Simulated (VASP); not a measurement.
Input of a VASP 6.6.1 run:

File INCAR:

```
  PREC = Accurate
  ENCUT = 520
  EDIFF = 1E-6
  ISMEAR = 0
  SIGMA = 0.1
  LREAL = F
  LASPH = T
  NELM = 80
  ALGO = Fast
  ISIF = 2
  LWAVE = F
  LCHARG = F
  GGA = PS
  IVDW = 12
  NBANDS = 10
```

The input KPOINTS:

```
regular mesh
0
Gamma
  24 24 12
```

POSCAR

```
Al
1.0
    2.7065431938     -0.0066698622      0.0000000000
   -1.3592711764      2.4595985990      0.0000000000
    0.0000000000      0.0000000000      4.6463146090
Al
2
Direct
    0.6650394466      0.3308757257      0.7500000000
    0.3349605534      0.6691242743      0.2500000000
```

Potentials or basis: VASP PAW PBE potentials, release 64 (Al).

Launch:

```console
$ cat potpaw_PBE.64/Al/POTCAR > POTCAR
$ mpirun -np 1 vasp_std > vasp.out
```

Problem. Estimate the pressure.

Solution. 1.6 GPa.

Problem. Predict the dispersion energy per atom.

Solution. -0.340 eV.

Stress tensor (GPa, compression positive):
```
4.61 0.16 0.00
0.16 0.19 0.00
0.00 0.00 0.07
```

Caveat: the cell differs from its parent crystal (uniaxial strain along a: -3.0 %, then relaxed in part); the PAW data sets were made with another functional, which shifts forces and pressure a little; pairwise dispersion overbinds metals, which lowers pressure and volume.
